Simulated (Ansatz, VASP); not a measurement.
S3O: VASP beside Ansatz

```
S O
1.0
     3.72913    0.00000    0.00000
     0.00000    3.72913    0.00000
     0.00000    0.00000    3.72913
S O
3 1
Direct
  0.50000 0.00000 0.50000
  0.00000 0.50000 0.50000
  0.50000 0.50000 0.00000
  0.00000 0.00000 0.00000
```

Change from the starting cell: species swapped into the HfRh3 type (Pm-3m, No. 221).

Alike in both runs: functional PBE; dispersion D3(BJ); k mesh 6 × 6 × 6; occupations gaussian, width 0.1 eV; collinear spin.

Ansatz relaxed the structure, and its values are those at the end. VASP's run is a single point on that final structure, the one shown.

|  | VASP | Ansatz |
| --- | --- | --- |
| version | VASP 6.6.1 | Ansatz 0.2.0 |
| potentials or method | VASP PAW PBE potentials, release 64 (S, O), cutoff 520 eV | scalar-relativistic, plane waves, PAW |
| valence electrons in the cell | 24 | 24 |

```tsv
	VASP	Ansatz	Ansatz less VASP
gap on the k mesh at the Fermi level (eV)	none	none	-
pressure (GPa)	-1.9	0.3	+2.16
net moment per atom (μB)	0.00	0.32	+0.318
size of the moment on the site where the two differ most (μB)	0.01	0.96	+0.955
```

The net moments are unlike, so the other rows may belong to different states. Site moments also hang on the region over which each program counts them. A gap of «none» marks a metal or a gap that the smearing closes.
